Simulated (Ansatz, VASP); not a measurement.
## Sb: VASP beside Ansatz

INCAR

```
SYSTEM = Sb
PREC = Accurate ; ENCUT = 520
EDIFF = 1E-7 ; ISMEAR = 0
SIGMA = 0.1 ; LREAL = .FALSE.
LASPH = .TRUE. ; NELM = 60
ALGO = Normal ; ISIF = 2
LWAVE = .FALSE. ; LCHARG = .FALSE.
GGA = PE ; NBANDS = 18
```

The input KPOINTS:

```
Automatic mesh
0
G
  4 4 4
  0 0 0
```

POSCAR

```
Sb
1.0
   -3.0833435100      3.0833435100      3.0833435100
    3.0833435100     -3.0833435100      3.0833435100
    3.0833435100      3.0833435100     -3.0833435100
Sb
4
Direct
    0.5617918800      0.0000000000      0.0000000000
    0.0000000000      0.5617918800      0.0000000000
    0.0000000000      0.0000000000      0.5617918800
    0.4382081200      0.4382081200      0.4382081200
```

Input for Ansatz:

```yaml
crystal:
  lattice:
    - [-3.08334351, 3.08334351, 3.08334351]
    - [3.08334351, -3.08334351, 3.08334351]
    - [3.08334351, 3.08334351, -3.08334351]
  atoms:
    - { symbol: Sb, position: [0.56179188, 0.0, 0.0] }
    - { symbol: Sb, position: [0.0, 0.56179188, 0.0] }
    - { symbol: Sb, position: [0.0, 0.0, 0.56179188] }
    - { symbol: Sb, position: [0.43820812, 0.43820812, 0.43820812] }
basis:
  ecutwfc: 420
kpoints:
  mp_grid: { grid: [4, 4, 4] }
hamiltonian:
  xc: pbe
scf:
  occupations: { method: gaussian, width: 0.1 }
  lower_state_search: "off"
output:
  forces: true
  stress: true
  eigenvalues: true
```

Alike in both runs: task single point; functional PBE; k mesh 4 × 4 × 4; occupations gaussian, width 0.1 eV; no spin polarisation.

|  | VASP | Ansatz |
| --- | --- | --- |
| version | VASP 6.6.1 | Ansatz 0.2.0 |
| potentials or method | VASP PAW PBE potentials, release 64 (Sb), cutoff 520 eV | scalar-relativistic, plane waves, PAW |
| valence electrons in the cell | 20 | 60 |

VASP gave:

- gap on the k mesh at the Fermi level (eV): none
- pressure (GPa): 1.2
- rms of the force components (eV/Å): 0.178

Q: Estimate Ansatz's values.

A: gap on the k mesh at the Fermi level (eV): none; pressure (GPa): 1.3; rms of the force components (eV/Å): 0.181.

Atom by atom the forces differ by 0.002 eV/Å (rms over components). A gap of «none» marks a metal or a gap that the smearing closes. The functional is the same, so the differences come from potentials, cutoffs and numerics. VASP's potentials hold 20 valence electrons a cell and Ansatz's 60, so a difference there can come from the potentials and not from the codes.

The k mesh is coarse, so the values compare programs but aren't converged. Neither program's run includes spin-orbit coupling.
